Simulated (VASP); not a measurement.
A run of VASP 6.6.1:

INCAR

```
SYSTEM = SnSe
PREC = Accurate
ENCUT = 520
EDIFF = 1E-8
ISMEAR = -1
SIGMA = 0.01
LREAL = .FALSE.
LASPH = .TRUE.
NELM = 60
ALGO = Normal
ISIF = 2
LWAVE = .FALSE.
LCHARG = .FALSE.
GGA = PS
LEFG = .TRUE.
NBANDS = 17
```

File KPOINTS:

```
Automatic mesh
0
G
  7 7 7
  0 0 0
```

Contents of POSCAR:

```
SnSe
1.0
    0.0000000000      2.9897980490      2.9897980490
    2.9897980490      0.0000000000      2.9897980490
    2.9897980490      2.9897980490      0.0000000000
Sn Se
1 1
Direct
    0.0000000000      0.0000000000      0.0000000000
    0.5000000000      0.5000000000      0.5000000000
```

Potentials or basis: VASP PAW PBE potentials, release 64 (Sn_d, Se).

Command:

```console
$ cat potpaw_PBE.64/Sn_d/POTCAR potpaw_PBE.64/Se/POTCAR > POTCAR
$ mpirun -np 1 vasp_std > vasp.out
```

Hardware: 1 thread of Intel Xeon 6975P-C, on a shared host.

Question: How long does it take, and how much memory?

Answer: Run time: 14 s on 1 thread of Intel Xeon 6975P-C, on a shared host, peak memory 0.18 GiB. Counts: scf iterations 15, k points 20.
